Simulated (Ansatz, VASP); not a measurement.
# Two plane-wave programs on AgRh

Contents of INCAR:

```
SYSTEM = AgRh
PREC = Accurate
ENCUT = 520
EDIFF = 1E-6
ISMEAR = -1
SIGMA = 0.05
LREAL = .FALSE.
LASPH = .TRUE.
NELM = 150
ALGO = Normal
ISIF = 2
LWAVE = .FALSE.
LCHARG = .FALSE.
ISPIN = 2
MAGMOM = 0 0.3
LORBIT = 11
LMAXMIX = 4
NBANDS = 24
```

File KPOINTS:

```
regular mesh
0
G
  11 11 12
  0 0 0
```

File POSCAR:

```
AgRh
1.0
    2.7775881998      0.0000000000      0.0000000000
   -1.3887940999      2.4054619423      0.0000000000
    0.0000000000      0.0000000000      4.8086020000
Ag Rh
1 1
Direct
    0.0000000000      0.0000000000      0.5000000000
    0.6666666667      0.3333333333      0.0000000000
```

Input for Ansatz:

```yaml
crystal:
  lattice:
    - [2.7775881998, 0.0, 0.0]
    - [-1.3887940999, 2.4054619423, 0.0]
    - [0.0, 0.0, 4.808602]
  atoms:
    - { symbol: Ag, position: [0.0, 0.0, 0.5] }
    - { symbol: Rh, position: [0.6666666667, 0.3333333333, 0.0], spin: 0.3 }
magnetization:
  spin_polarized: true
kpoints:
  mp_grid: { grid: [11, 11, 12] }
  band_path:
    path:
      - [0.0, 0.0, 0.0]
      - [0.5, 0.0, 0.0]
      - [0.3333333333, 0.3333333333, 0.0]
      - [0.0, 0.0, 0.0]
      - [0.0, 0.0, 0.5]
      - [0.5, 0.0, 0.5]
      - [0.3333333333, 0.3333333333, 0.5]
      - [0.0, 0.0, 0.5]
      - [0.5, 0.0, 0.5]
    npoints: 8
scf:
  occupations: { method: fermi_dirac, width: 0.05 }
  lower_state_search: "off"
hamiltonian:
  xc: lda
  pseudopotentials: { kind: paw }
output:
  eigenvalues: false
  eigenstates:
    nscf_kmesh: { grid: [11, 11, 12] }
    top_band: c23
    exchange_couplings: { magnetic: [{ species: Rh }] }
  write_density: true
  write_potential: true
  elf: true
  volumetric_format: npy
```

Alike in both runs: task single point; functional LDA; k mesh 11 × 11 × 12; occupations fermi-dirac, width 0.05 eV; collinear spin.

|  | VASP | Ansatz |
| --- | --- | --- |
| version | VASP 6.6.1 | Ansatz 0.2.0 |
| potentials or method | VASP PAW LDA potentials, release 64 (Ag, Rh_pv) | PAW with Ansatz's default frozen-core files, scalar-relativistic |
| plane-wave cutoff (eV) | 520 | 420 |
| valence electrons in the cell | 26 | 36 |

```csv
,VASP,Ansatz,Ansatz less VASP
net moment per atom (μB),0.10,0.16,+0.064
size of the moment on the site where the two differ most (μB),0.19,0.31,+0.118
```

LDA's correlation is that of Perdew and Zunger in VASP and of Perdew and Wang (1992) in Ansatz. Site moments also hang on the region over which each program counts them. VASP's potentials hold 26 valence electrons a cell and Ansatz's 36, so a difference there can come from the potentials and not from the codes.
